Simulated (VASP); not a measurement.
Here is a VASP 6.6.1 calculation.

INCAR

```
PREC     = Accurate       # precision mode
ENCUT    = 520            # plane-wave cutoff, eV
EDIFF    = 1E-6           # SCF threshold, eV
ISMEAR   = 0              # smearing method
SIGMA    = 0.02           # smearing width, eV
LREAL    = F              # projectors in reciprocal space
LASPH    = T              # aspherical terms in the spheres
NELM     = 60             # most SCF steps
ALGO     = Normal         # electronic algorithm
ISIF     = 2              # what is computed and relaxed
LWAVE    = F              # write WAVECAR
LCHARG   = F              # write CHGCAR
GGA      = PE             # functional
NBANDS   = 16             # bands
```

KPOINTS

```
regular mesh
0
Gamma
  12 12 6
```

Contents of POSCAR:

```
BN
1.0
    2.6628000000      0.0000000000      0.0000000000
   -1.3314000000      2.3060520000      0.0000000000
    0.0000000000      0.0000000000      3.8086167800
B N
2 2
Direct
    0.6666666667      0.3333333333      0.0000000000
    0.3333333333      0.6666666667      0.5000000000
    0.6666666667      0.3333333333      0.3750000000
    0.3333333333      0.6666666667      0.8750000000
```

Potentials or basis: VASP PAW PBE potentials, release 64 (B, N).

The run is started by

```console
$ cat potpaw_PBE.64/B/POTCAR potpaw_PBE.64/N/POTCAR > POTCAR
$ mpirun -np 1 vasp_std > vasp.out
```

**Question.** Predict the band gap on the k mesh.

**Answer.** 5.16 eV, indirect (least direct gap 6.63 eV).

**Question.** What does it give for the pressure?

**Answer.** 20.4 GPa.

**Question.** What does it give for the largest force?

**Answer.** 1.395 eV/Å.

Forces in eV/Å, atoms in the order of the input:
```
B    0.000  0.000 -1.395
B    0.000  0.000 -1.395
N    0.000  0.000  1.395
N    0.000  0.000  1.395
```

Caveat: forces of over 1 eV/Å act on the atoms, so gaps and moduli don't describe the material at rest. A k mesh can miss the band edges.
